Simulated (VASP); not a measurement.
# CO in VASP: single point with PBE

Aim: the single point of CO with PBE.

All numbers are computed with VASP 6.6.1; they aren't measurements. Logs are shortened: lines on timing, memory, paths and dates and some standing lists are left out, and cuts for length are marked.

## Step 1: The cell of the first run

The cell holds a molecule in a box, 2 atoms: a = 10.000 Å, b = 10.000 Å, c = 11.000 Å, α = 90.00°, β = 90.00°, γ = 90.00°.

## Step 2: Single point, PBE

Contents of INCAR:

```
ALGO = Normal
EDIFF = 1E-6
ENCUT = 1000
GGA = PE
GGA_COMPAT = False
ISIF = 2
ISMEAR = 0
LASPH = True
LCHARG = False
LREAL = False
LWAVE = False
NBANDS = 12
NELM = 120
NELMDL = -8
PREC = Accurate
SIGMA = 0.01
```

Contents of KPOINTS:

```
k-points
0
Gamma
  1 1 1
```

Contents of POSCAR:

```
CO
1.0
   10.0000000000      0.0000000000      0.0000000000
    0.0000000000     10.0000000000      0.0000000000
    0.0000000000      0.0000000000     11.0000000000
C O
1 1
Direct
    0.5000000000      0.5000000000      0.4543096912
    0.5000000000      0.5000000000      0.5575084906
```

Potentials or basis: VASP PAW PBE potentials, release 64 (C_h, O_h).

On the command line:

```console
> cat potpaw_PBE.64/C_h/POTCAR potpaw_PBE.64/O_h/POTCAR > POTCAR
> mpirun -np 1 vasp_gam > vasp.out
```

OUTCAR:

```text
EDIFF = 1E-6
   ENCUT = 1000
   GGA = PE
   ISIF = 2
   ISMEAR = 0
   LASPH = True
   LREAL = False
   NELM = 120
   NELMDL = -8
   PREC = Accurate

 ion  position               nearest neighbor table
   1  0.500  0.500  0.454-   2 1.14
   2  0.500  0.500  0.558-   1 1.14

  LATTYP: Found a simple tetragonal cell.
 ALAT       =    10.0000000000
 C/A-ratio  =     1.1000000000

  Lattice vectors:

 A1 = (  10.0000000000,   0.0000000000,   0.0000000000)
 A2 = (   0.0000000000,  10.0000000000,   0.0000000000)
 A3 = (   0.0000000000,   0.0000000000,  11.0000000000)

Analysis of symmetry for initial positions (statically):
=====================================================================
 Subroutine PRICEL returns:
 Original cell was already a primitive cell.

 Routine SETGRP: Setting up the symmetry group for a
 simple tetragonal supercell.

 Subroutine GETGRP returns: Found  8 space group operations
 (whereof  8 operations were pure point group operations)
 out of a pool of 16 trial point group operations.

The static configuration has the point symmetry C_4v.

Analysis of symmetry for dynamics (positions and initial velocities):
=====================================================================
 Subroutine PRICEL returns:
 Original cell was already a primitive cell.

 Routine SETGRP: Setting up the symmetry group for a
 simple tetragonal supercell.

 Subroutine GETGRP returns: Found  8 space group operations
 (whereof  8 operations were pure point group operations)
 out of a pool of 16 trial point group operations.

The dynamic configuration has the point symmetry C_4v.

 Subroutine INISYM returns: Found  8 space group operations
 (whereof  8 operations are pure point group operations),
 and found     1 'primitive' translations

----------------------------------------------------------------------------------------

                                     Primitive cell

  volume of cell :    1100.0000

  direct lattice vectors                    reciprocal lattice vectors
    10.000000000  0.000000000  0.000000000     0.100000000  0.000000000  0.000000000
     0.000000000 10.000000000  0.000000000     0.000000000  0.100000000  0.000000000
     0.000000000  0.000000000 11.000000000     0.000000000  0.000000000  0.090909091

  length of vectors
    10.000000000 10.000000000 11.000000000     0.100000000  0.100000000  0.090909091

  position of ions in fractional coordinates (direct lattice)
     0.500000000  0.500000000  0.454309691
     0.500000000  0.500000000  0.557508491

  ion indices of the primitive-cell ions
   primitive index   ion index
                 1           1
                 2           2

----------------------------------------------------------------------------------------

 KPOINTS: k-points

Automatic generation of k-mesh.
 Grid dimensions read from file:
 generate k-points for:    1    1    1

 Generating k-lattice:

  Cartesian coordinates                     Fractional coordinates (reciprocal lattice)
     0.100000000  0.000000000  0.000000000     1.000000000  0.000000000  0.000000000
     0.000000000  0.100000000  0.000000000     0.000000000  1.000000000  0.000000000
     0.000000000  0.000000000  0.090909091     0.000000000  0.000000000  1.000000000

  Length of vectors
     0.100000000  0.100000000  0.090909091

  Shift w.r.t. Gamma in fractional coordinates (k-lattice)
     0.000000000  0.000000000  0.000000000

 Subroutine IBZKPT returns following result:
 ===========================================

 Found      1 irreducible k-points:

 Following reciprocal coordinates:
            Coordinates               Weight
  0.000000  0.000000  0.000000      1.000000
   k-points           NKPTS =      1   k-points in BZ     NKDIM =      1   number of bands    NBANDS=     12
   number of dos      NEDOS =    301   number of ions     NIONS =      2
   total plane-waves  NPLWV = ******
   dimension x,y,z NGX =   108 NGY =  108 NGZ =  120
   dimension x,y,z NGXF=   216 NGYF=  216 NGZF=  240
   ions per type =               1   1
   NGX,Y,Z   is equivalent  to a cutoff of  17.95, 17.95, 18.14 a.u.
   NGXF,Y,Z  is equivalent  to a cutoff of  35.91, 35.91, 36.27 a.u.
 SYSTEM =  unknown system
   PREC   = accura    normal or accurate (medium, high low for compatibility)
   ISTART =      0    job   : 0-new  1-cont  2-samecut
   ICHARG =      2    charge: 1-file 2-atom 10-const
   ISPIN  =      1    spin polarized calculation?
   LNONCOLLINEAR =      F non collinear calculations
   LSORBIT =      F    spin-orbit coupling
   LASPH  =      T    aspherical Exc in radial PAW
   ENCUT  = 1000.0 eV  73.50 Ry    8.57 a.u.  25.78 25.78 28.36*2*pi/ulx,y,z
   NELM   =    120;   NELMIN=  2; NELMDL= -8     # of ELM steps
   EDIFF  = 0.1E-05   stopping-criterion for ELM
   LREAL  =      F    real-space projection
   EDIFFG = 0.1E-04   stopping-criterion for IOM
   NSW    =      0    number of steps for IOM
   IBRION =     -1    ionic relax: 0-MD 1-quasi-New 2-CG
   NFREE  =      0    steps in history (QN), initial steepest desc. (CG)
   ISIF   =      2    stress and relaxation
   ISYM   =      2    0-nonsym 1-usesym 2-fastsym
   POTIM  = 0.5000    time-step for ionic-motion
   TEBEG  =    0.0;   TEEND  =   0.0 temperature during run
   PSTRESS=    0.0 pullay stress
   NELECT =      10.0000    total number of electrons
   NUPDOWN=      -1.0000    fix difference up-down
   EMIN   =  10.00;   EMAX   =-10.00  energy-range for DOS
   EFERMI =   0.00;   METHOD = LEGACY
   ISMEAR =     0;   SIGMA  =   0.01  broadening in eV -4-tet -1-fermi 0-gaus
   EFERMI_NEDOS =   21; number of points for ismear=-14 and -15
   IALGO  =     38    algorithm
   IMIX   =      4    mixing-type and parameters
     AMIX     =   0.40;   BMIX     =  1.00
     AMIX_MAG =   1.60;   BMIX_MAG =  1.00
  volume/ion in A,a.u.               =     550.00      3711.58
  Fermi-wavevector in a.u.,A,eV,Ry     =   0.341673  0.645668  1.588350  0.116740
  Thomas-Fermi vector in A             =   1.246405
   LORBIT       =      0    0 simple, 1 ext, 2 COOP (PROOUT), +10 PAW based schemes
   GGA     = PE    functional components
   LHFCALC =     F    Hartree Fock is set to
   AEXX    =    0.0000 exact exchange contribution
   IVDW    =     0    specifies the selected vdW correction
   LEPSILON=     F    determine dielectric tensor
   LRPA    =     F    only Hartree local field effects (RPA)
 non-spin polarized calculation
 Gauss-broadening in eV      SIGMA  =   0.01
  energy-cutoff  :     1000.00
  volume of cell :     1100.00
 maximum number of plane-waves:     39527
 NGX is ok and might be reduce to   108
   NGX = 51   NGY = 51   NGZ = 57

 number of electron      10.0000000 magnetization

 Free energy of the ion-electron system (eV)
  ---------------------------------------------------
  ext. energy  EPLUGINS =         0.00000000
  ---------------------------------------------------
  free energy    TOTEN  =       -14.95084365 eV

  energy without entropy =      -14.95084365  energy(sigma->0) =      -14.95084365

 E-fermi :  -8.8110     XC(G=0):  -0.5757

 val. band max:       -8.8989992748   @ k =   0.0000   0.0000   0.0000
 cond. band min:      -1.9137881326   @ k =   0.0000   0.0000   0.0000
 fundamental gap:      6.9852111421
 Fermi energy:        -8.8109664474

 k-point     1 :       0.0000    0.0000    0.0000
  band No.  band energies     occupation
      1     -29.1009      2.00000
      2     -13.9723      2.00000
      3     -11.6409      2.00000
      4     -11.6409      2.00000
      5      -8.8990      2.00000
      6      -1.9138      0.00000
      7      -1.9138      0.00000
      8      -0.1875      0.00000
      9       0.8878      0.00000
     10       1.1042      0.00000
     11       1.2014      0.00000
     12       1.2014      0.00000

------------------------ aborting loop because EDIFF is reached ----------------------------------------

  FORCE on cell =-STRESS in cart. coord.  units (eV):
  Direction    XX          YY          ZZ          XY          YZ          ZX
  --------------------------------------------------------------------------------------
  -------------------------------------------------------------------------------------
  Total       -0.0099218     -0.0099218      0.0331750      0.0000000      0.0000000      0.0000000
  in kB       -0.0144513     -0.0144513      0.0483203      0.0000000      0.0000000      0.0000000
  external PRESSURE =       0.0064726 kB  Pullay stress =       0.0000000 kB

 VOLUME and BASIS-vectors are now :
 -----------------------------------------------------------------------------
  energy-cutoff  :     1000.00
  volume of cell :     1100.00
      direct lattice vectors                 reciprocal lattice vectors
    10.000000000  0.000000000  0.000000000     0.100000000  0.000000000  0.000000000
     0.000000000 10.000000000  0.000000000     0.000000000  0.100000000  0.000000000
     0.000000000  0.000000000 11.000000000     0.000000000  0.000000000  0.090909091

 POSITION                                       TOTAL-FORCE (eV/Angst)
 -----------------------------------------------------------------------------------
      5.00000      5.00000      4.99741         0.000000      0.000000     -0.039775
      5.00000      5.00000      6.13259         0.000000     -0.000000      0.039775
 -----------------------------------------------------------------------------------
    total drift:                                0.000000      0.000000      0.000864

  FREE ENERGIE OF THE ION-ELECTRON SYSTEM (eV)
  ---------------------------------------------------
  free  energy   TOTEN  =       -14.9508436500 eV

  energy  without entropy=      -14.9508436500  energy(sigma->0) =      -14.95084365
```

Wall time 5.2 min (1 thread of AMD EPYC, shared host); peak memory 1.8 GiB.

Results:

```yaml
Free_energy: -14.9508 eV
Largest_force: 0.040 eV/Å
Gap_between_the_frontier_levels: 6.99 eV
```

Forces on the atoms (eV/Å):
```
C    0.000  0.000 -0.040
O    0.000  0.000  0.040
```
